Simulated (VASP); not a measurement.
Runs of VASP 6.6.1 on Ir. The structure is that of space group P6_3/mmc (No. 194), or close to it. The cells are those of the table. This isn't the form of Ir at room conditions, which is fcc.

```csv
cell,gap on the mesh (eV),pressure (GPa)
"a = 2.705, b = 2.705, c = 4.269 Å, angles 90.0, 90.0, 120.0°, 2 atoms",none,15.2
"a = 2.642, b = 2.642, c = 4.532 Å, angles 90.0, 90.0, 120.0°, 2 atoms",none,(a)
"a = 2.732, b = 2.732, c = 4.152 Å, angles 90.0, 90.0, 120.0°, 2 atoms",none,21.2
"a = 2.624, b = 2.624, c = 4.737 Å, angles 90.0, 90.0, 120.0°, 2 atoms",none,1.3
"a = 2.678, b = 2.678, c = 4.503 Å, angles 90.0, 90.0, 120.0°, 2 atoms",none,(b)
```

Alike in all rows: task single point; level LDA; potentials or basis VASP PAW LDA potentials, release 64 (Ir); no spin polarisation; k mesh 18 × 18 × 10; cutoff (eV) 520; smearing gaussian 0.15 eV.

**Question.** Estimate the missing entries.

**Answer.** (a) 10.1; (b) 0.7.

Caveats: spin-orbit coupling is left out, which moves the levels of the heavy elements; the stress differs along the axes, from 11 to 24 GPa (at least some runs); the stress differs along the axes, from -6 to 18 GPa (at least some runs); the stress differs along the axes, from 11 to 41 GPa (at least some runs); the stress differs along the axes, from -27 to 16 GPa (at least some runs); the stress differs along the axes, from -9 to 5 GPa (at least some runs).

A k mesh can miss the band edges, and the runs leave out spin-orbit coupling on Ir.

A gap of «none» marks levels without a gap at the run's occupations.
